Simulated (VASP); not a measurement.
# K (P6_3/mmc) in VASP: notebook

Runs on K. Level: r2SCAN. Tasks: single point.

Everything below comes from runs of VASP 6.6.1. Logs are shortened: lines on timing, memory, paths and dates and some standing lists are left out, and cuts for length are marked.

## Step 1: The cell of the first run

The structure is hexagonal, space group P6_3/mmc (No. 194). Conventional cell: a = 4.889 Å, b = 4.889 Å, c = 15.967 Å, α = 90.00°, β = 90.00°, γ = 120.00°.

This isn't the form of K at room conditions, which is bcc.

## Step 2: Single point, r2SCAN (82.63 Å³/atom)

File POSCAR:

```
K
1.0
    4.8888947633      0.0000000000      0.0000000000
   -2.4444473817      4.2339070615      0.0000000000
    0.0000000000      0.0000000000     15.9669845699
K
4
Direct
    0.0000000000      0.0000000000      0.0000000000
    0.0000000000      0.0000000000      0.5000000000
    0.3333333333      0.6666666667      0.2500000000
    0.6666666667      0.3333333333      0.7500000000
```

File INCAR.step1:

```
SYSTEM = K
PREC = Accurate
ENCUT = 520
ISMEAR = -1
SIGMA = 0.1
LREAL = .False.
LASPH = .True.
NELM = 100
NBANDS = 26
GGA = PE
ALGO = Normal
EDIFF = 1E-4
LWAVE = .True.
LCHARG = .False.
```

File INCAR.step2:

```
SYSTEM = K
PREC = Accurate
ENCUT = 520
EDIFF = 1E-6
ISMEAR = -1
SIGMA = 0.1
LREAL = .False.
LASPH = .True.
NELM = 100
ALGO = Normal
ISIF = 2
LWAVE = .False.
LCHARG = .False.
METAGGA = R2SCAN
LMIXTAU = .True.
NBANDS = 26
ISTART = 1
```

File KPOINTS:

```
Automatic mesh
0
Gamma
  9 9 3
  0 0 0
```

Potentials or basis: VASP PAW PBE potentials, release 64 (K_sv).

On the command line:

```sh
$ cat potpaw_PBE.64/K_sv/POTCAR > POTCAR
$ cp INCAR.step1 INCAR
$ mpirun -np 1 vasp_std > vasp.out
$ cp INCAR.step2 INCAR
$ mpirun -np 1 vasp_std > vasp.out
```

OUTCAR:

```text
SYSTEM = K
   PREC = Accurate
   ENCUT = 520
   EDIFF = 1E-6
   ISMEAR = -1
   LREAL = .False.
   LASPH = .True.
   NELM = 100
   ISIF = 2
   METAGGA = R2SCAN
   ISTART = 1

 ion  position               nearest neighbor table
   1  0.000  0.000  0.000-
   2  0.000  0.000  0.500-
   3  0.333  0.667  0.250-
   4  0.667  0.333  0.750-

  LATTYP: Found a hexagonal cell.
 ALAT       =     4.8888947633
 C/A-ratio  =     3.2659701922

  Lattice vectors:

 A1 = (   4.8888947633,   0.0000000000,   0.0000000000)
 A2 = (  -2.4444473817,   4.2339070615,   0.0000000000)
 A3 = (   0.0000000000,   0.0000000000,  15.9669845699)

Analysis of symmetry for initial positions (statically):
=====================================================================
 Subroutine PRICEL returns:
 Original cell was already a primitive cell.

 Routine SETGRP: Setting up the symmetry group for a
 hexagonal supercell.

 Subroutine GETGRP returns: Found 24 space group operations
 (whereof 12 operations were pure point group operations)
 out of a pool of 24 trial point group operations.

The static configuration has the point symmetry D_3d.
 The point group associated with its full space group is D_6h.

Analysis of symmetry for dynamics (positions and initial velocities):
=====================================================================
 Subroutine PRICEL returns:
 Original cell was already a primitive cell.

 Routine SETGRP: Setting up the symmetry group for a
 hexagonal supercell.

 Subroutine GETGRP returns: Found 24 space group operations
 (whereof 12 operations were pure point group operations)
 out of a pool of 24 trial point group operations.

The dynamic configuration has the point symmetry D_3d.
 The point group associated with its full space group is D_6h.

 Subroutine INISYM returns: Found 24 space group operations
 (whereof 12 operations are pure point group operations),
 and found     1 'primitive' translations

----------------------------------------------------------------------------------------

                                     Primitive cell

  volume of cell :     330.5026

  direct lattice vectors                    reciprocal lattice vectors
     4.888894763  0.000000000  0.000000000     0.204545209  0.118094231  0.000000000
    -2.444447382  4.233907062  0.000000000     0.000000000  0.236188463  0.000000000
     0.000000000  0.000000000 15.966984570     0.000000000  0.000000000  0.062629233

  length of vectors
     4.888894763  4.888894763 15.966984570     0.236188463  0.236188463  0.062629233

  position of ions in fractional coordinates (direct lattice)
     0.000000000  0.000000000  0.000000000
     0.000000000  0.000000000  0.500000000
     0.333333333  0.666666667  0.250000000
     0.666666667  0.333333333  0.750000000

  ion indices of the primitive-cell ions
   primitive index   ion index
                 1           1
                 2           2
                 3           3
                 4           4

----------------------------------------------------------------------------------------

 KPOINTS: Automatic mesh

Automatic generation of k-mesh.
 Grid dimensions read from file:
 generate k-points for:    9    9    3

 Generating k-lattice:

  Cartesian coordinates                     Fractional coordinates (reciprocal lattice)
     0.022727245  0.013121581  0.000000000     0.111111111  0.000000000  0.000000000
     0.000000000  0.026243163  0.000000000     0.000000000  0.111111111  0.000000000
     0.000000000  0.000000000  0.020876411     0.000000000  0.000000000  0.333333333

  Length of vectors
     0.026243163  0.026243163  0.020876411

  Shift w.r.t. Gamma in fractional coordinates (k-lattice)
     0.000000000  0.000000000  0.000000000

 Subroutine IBZKPT returns following result:
 ===========================================

 Found     24 irreducible k-points:

 Following reciprocal coordinates:
            Coordinates               Weight
  0.000000  0.000000  0.000000      1.000000
  0.111111  0.000000  0.000000      6.000000
  0.222222  0.000000  0.000000      6.000000
  0.333333 -0.000000  0.000000      6.000000
  0.444444  0.000000  0.000000      6.000000
  0.111111  0.111111  0.000000      6.000000
[... 16 lines left out ...]
  0.333333  0.222222  0.333333     24.000000
  0.333333  0.333333  0.333333      4.000000
   k-points           NKPTS =     24   k-points in BZ     NKDIM =     24   number of bands    NBANDS=     26
   number of dos      NEDOS =    301   number of ions     NIONS =      4
   total plane-waves  NPLWV = 155520
   dimension x,y,z NGX =    36 NGY =   36 NGZ =  120
   dimension x,y,z NGXF=    72 NGYF=   72 NGZF=  240
   ions per type =               4
   NGX,Y,Z   is equivalent  to a cutoff of  12.24, 12.24, 12.49 a.u.
   NGXF,Y,Z  is equivalent  to a cutoff of  24.48, 24.48, 24.99 a.u.
 SYSTEM =  K
   PREC   = accura    normal or accurate (medium, high low for compatibility)
   ISTART =      1    job   : 0-new  1-cont  2-samecut
   ICHARG =      0    charge: 1-file 2-atom 10-const
   ISPIN  =      1    spin polarized calculation?
   LNONCOLLINEAR =      F non collinear calculations
   LSORBIT =      F    spin-orbit coupling
   LASPH  =      T    aspherical Exc in radial PAW
   ENCUT  =  520.0 eV  38.22 Ry    6.18 a.u.   9.09  9.09 29.69*2*pi/ulx,y,z
   NELM   =    100;   NELMIN=  2; NELMDL=  0     # of ELM steps
   EDIFF  = 0.1E-05   stopping-criterion for ELM
   LREAL  =      F    real-space projection
   EDIFFG = 0.1E-04   stopping-criterion for IOM
   NSW    =      0    number of steps for IOM
   IBRION =     -1    ionic relax: 0-MD 1-quasi-New 2-CG
   NFREE  =      0    steps in history (QN), initial steepest desc. (CG)
   ISIF   =      2    stress and relaxation
   ISYM   =      2    0-nonsym 1-usesym 2-fastsym
   POTIM  = 0.5000    time-step for ionic-motion
   TEBEG  =    0.0;   TEEND  =   0.0 temperature during run
   PSTRESS=    0.0 pullay stress
   NELECT =      36.0000    total number of electrons
   NUPDOWN=      -1.0000    fix difference up-down
   EMIN   =  10.00;   EMAX   =-10.00  energy-range for DOS
   EFERMI =   0.00;   METHOD = LEGACY
   ISMEAR =    -1;   SIGMA  =   0.10  broadening in eV -4-tet -1-fermi 0-gaus
   EFERMI_NEDOS =   21; number of points for ismear=-14 and -15
   IALGO  =     38    algorithm
   IMIX   =      4    mixing-type and parameters
     AMIX     =   0.40;   BMIX     =  1.00
     AMIX_MAG =   1.60;   BMIX_MAG =  1.00
  volume/ion in A,a.u.               =      82.63       557.59
  Fermi-wavevector in a.u.,A,eV,Ry     =   0.781839  1.477462  8.316865  0.611272
  Thomas-Fermi vector in A             =   1.885439
   LORBIT       =      0    0 simple, 1 ext, 2 COOP (PROOUT), +10 PAW based schemes
   METAGGA = R2SCAN    functional components
   LHFCALC =     F    Hartree Fock is set to
   AEXX    =    0.0000 exact exchange contribution
   IVDW    =     0    specifies the selected vdW correction
   LEPSILON=     F    determine dielectric tensor
   LRPA    =     F    only Hartree local field effects (RPA)
 non-spin polarized calculation
  energy-cutoff  :      520.00
  volume of cell :      330.50
 maximum number of plane-waves:      8943
   NGX = 19   NGY = 19   NGZ = 59

 number of electron      35.9999994 magnetization

 Free energy of the ion-electron system (eV)
  ---------------------------------------------------
  ext. energy  EPLUGINS =         0.00000000
  ---------------------------------------------------
  free energy    TOTEN  =       -24.07878155 eV

  energy without entropy =      -23.97530957  energy(sigma->0) =      -24.02704556

 E-fermi :  -0.2975     XC(G=0):  -5.6226

 val. band max:       -0.2995637262   @ k =   0.4444   0.0000   0.3333
 cond. band min:      -0.2823271263   @ k =   0.3333   0.1111   0.0000
 fundamental gap:      0.0172365999
 Fermi energy:        -0.2974659627

 k-point     1 :       0.0000    0.0000    0.0000
  band No.  band energies     occupation
      1     -34.0384      2.00000
      2     -34.0374      2.00000
      3     -34.0372      2.00000
      4     -34.0362      2.00000
      5     -16.7610      2.00000
      6     -16.7388      2.00000
[... 18 lines left out ...]
     25       4.0241      0.00000
     26       4.1260      0.00000

 k-point     2 :       0.1111    0.0000    0.0000
  band No.  band energies     occupation
      1     -34.0382      2.00000
      2     -34.0372      2.00000
      3     -34.0370      2.00000
      4     -34.0361      2.00000
      5     -16.7593      2.00000
      6     -16.7394      2.00000
[... 18 lines left out ...]
     25       3.7080      0.00000
     26       3.7157      0.00000

 k-point     3 :       0.2222    0.0000    0.0000
  band No.  band energies     occupation
      1     -34.0376      2.00000
      2     -34.0368      2.00000
      3     -34.0366      2.00000
      4     -34.0358      2.00000
      5     -16.7546      2.00000
      6     -16.7433      2.00000
[... 18 lines left out ...]
     25       2.9525      0.00000
     26       2.9925      0.00000

 k-point     4 :       0.3333   -0.0000    0.0000
  band No.  band energies     occupation
      1     -34.0368      2.00000
      2     -34.0363      2.00000
      3     -34.0361      2.00000
      4     -34.0355      2.00000
      5     -16.7530      2.00000
      6     -16.7526      2.00000
[... 18 lines left out ...]
     25       2.6702      0.00000
     26       2.7330      0.00000

 k-point     5 :       0.4444    0.0000    0.0000
  band No.  band energies     occupation
      1     -34.0363      2.00000
      2     -34.0360      2.00000
      3     -34.0358      2.00000
      4     -34.0354      2.00000
      5     -16.7597      2.00000
      6     -16.7590      2.00000
[... 18 lines left out ...]
     25       2.1097      0.00000
     26       2.3651      0.00000

 k-point     6 :       0.1111    0.1111    0.0000
  band No.  band energies     occupation
      1     -34.0378      2.00000
      2     -34.0369      2.00000
      3     -34.0367      2.00000
      4     -34.0359      2.00000
      5     -16.7560      2.00000
      6     -16.7416      2.00000
[... 427 lines left out ...]
 k-point    21 :       0.4444    0.1111    0.3333
  band No.  band energies     occupation
      1     -34.0361      2.00000
      2     -34.0360      2.00000
      3     -34.0356      2.00000
      4     -34.0355      2.00000
      5     -16.7582      2.00000
      6     -16.7574      2.00000
[... 18 lines left out ...]
     25       2.1293      0.00000
     26       2.2726      0.00000

 k-point    22 :       0.2222    0.2222    0.3333
  band No.  band energies     occupation
      1     -34.0364      2.00000
      2     -34.0362      2.00000
      3     -34.0357      2.00000
      4     -34.0355      2.00000
      5     -16.7523      2.00000
      6     -16.7504      2.00000
[... 18 lines left out ...]
     25       2.1693      0.00000
     26       2.5099      0.00000

 k-point    23 :       0.3333    0.2222    0.3333
  band No.  band energies     occupation
      1     -34.0360      2.00000
      2     -34.0359      2.00000
      3     -34.0356      2.00000
      4     -34.0355      2.00000
      5     -16.7541      2.00000
      6     -16.7536      2.00000
[... 18 lines left out ...]
     25       1.8361      0.00000
     26       2.0943      0.00000

 k-point    24 :       0.3333    0.3333    0.3333
  band No.  band energies     occupation
      1     -34.0357      2.00000
      2     -34.0357      2.00000
      3     -34.0355      2.00000
      4     -34.0355      2.00000
      5     -16.7505      2.00000
      6     -16.7505      2.00000
[... 18 lines left out ...]
     25       1.7661      0.00000
     26       1.9091      0.00000

------------------------ aborting loop because EDIFF is reached ----------------------------------------

  FORCE on cell =-STRESS in cart. coord.  units (eV):
  Direction    XX          YY          ZZ          XY          YZ          ZX
  --------------------------------------------------------------------------------------
  -------------------------------------------------------------------------------------
  Total       -0.4961310     -0.4961310     -0.4033888      0.0000000     -0.0000000      0.0000000
  in kB       -2.4050937     -2.4050937     -1.9555074      0.0000000     -0.0000000      0.0000000
  external PRESSURE =      -2.2552316 kB  Pullay stress =       0.0000000 kB

 VOLUME and BASIS-vectors are now :
 -----------------------------------------------------------------------------
  energy-cutoff  :      520.00
  volume of cell :      330.50
      direct lattice vectors                 reciprocal lattice vectors
     4.888894763  0.000000000  0.000000000     0.204545209  0.118094231  0.000000000
    -2.444447382  4.233907062  0.000000000     0.000000000  0.236188463  0.000000000
     0.000000000  0.000000000 15.966984570     0.000000000  0.000000000  0.062629233

 POSITION                                       TOTAL-FORCE (eV/Angst)
 -----------------------------------------------------------------------------------
      0.00000      0.00000      0.00000         0.000000      0.000000     -0.000000
      0.00000      0.00000      7.98349         0.000000      0.000000     -0.000000
     -0.00000      2.82260      3.99175        -0.000000      0.000000      0.000000
      2.44445      1.41130     11.97524         0.000000     -0.000000     -0.000000
 -----------------------------------------------------------------------------------
    total drift:                               -0.000000      0.000000      0.000000

  FREE ENERGIE OF THE ION-ELECTRON SYSTEM (eV)
  ---------------------------------------------------
  free  energy   TOTEN  =       -24.0787815479 eV

  energy  without entropy=      -23.9753095743  energy(sigma->0) =      -24.02704556
```

It took 6.9 min on 1 thread of Intel Xeon 6975P-C (Granite Rapids), shared host; peak memory 0.46 GiB.

Results:

| Quantity | Value |
| --- | --- |
| Free energy | -24.0788 eV |
| Pressure | -0.2 GPa |
| Band gap on the k mesh | zero (bands 18 and 19 overlap by 2.28 eV) |

Levels at points of the mesh, in eV from the Fermi level:
```csv
k point,band 15,band 16,band 17,band 18,band 19,band 20,band 21,band 22
"(0.00, 0.00, 0.00)",-16.42,-16.42,-2.15,-1.45,-1.45,0.44,0.44,2.89
```

Caveat: the PAW data sets were made with another functional, which shifts forces and pressure a little.

(Part 1 of 2 ends here.)
